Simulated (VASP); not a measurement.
Here is a VASP 6.6.1 calculation.

INCAR

```
SYSTEM = BN
ALGO = Normal
EDIFF = 1E-6
EDIFFG = -0.01
ENCUT = 520
GGA = CA
IBRION = 2
ISIF = 2
ISMEAR = 0
LASPH = .True.
LCHARG = .False.
LREAL = .False.
LWAVE = .False.
NELM = 60
NSW = 50
PREC = Accurate
SIGMA = 0.05
```

KPOINTS

```
k-points
0
Gamma
  12 12 4
  0 0 0
```

Contents of POSCAR:

```
BN
1.0
    2.6707478959      0.0000000000      0.0000000000
   -1.3353739480      2.1549757989      0.0000000000
    0.0000000000      0.0000000000      6.4952714932
B N
2 2
Direct
    0.3333333333      0.6666666667      0.2500000000
    0.6666666667      0.3333333333      0.7500000000
    0.3333333333      0.6666666667      0.7500000000
    0.6666666667      0.3333333333      0.2500000000
```

Potentials or basis: VASP PAW LDA potentials, release 64 (B, N).

Command:

```console
$ cat potpaw_LDA.64/B/POTCAR potpaw_LDA.64/N/POTCAR > POTCAR
$ mpirun -np 1 vasp_std > vasp.out
```

(1) Predict the band gap on the k mesh.

(2) Predict the energy gained by relaxing.

Answers

(1) 3.62 eV (least direct gap 4.16 eV).

(2) 2.2 meV/atom.

Caveat: the cell differs from its parent crystal (normal strain along x +0.0733, normal strain along z +0.0000).
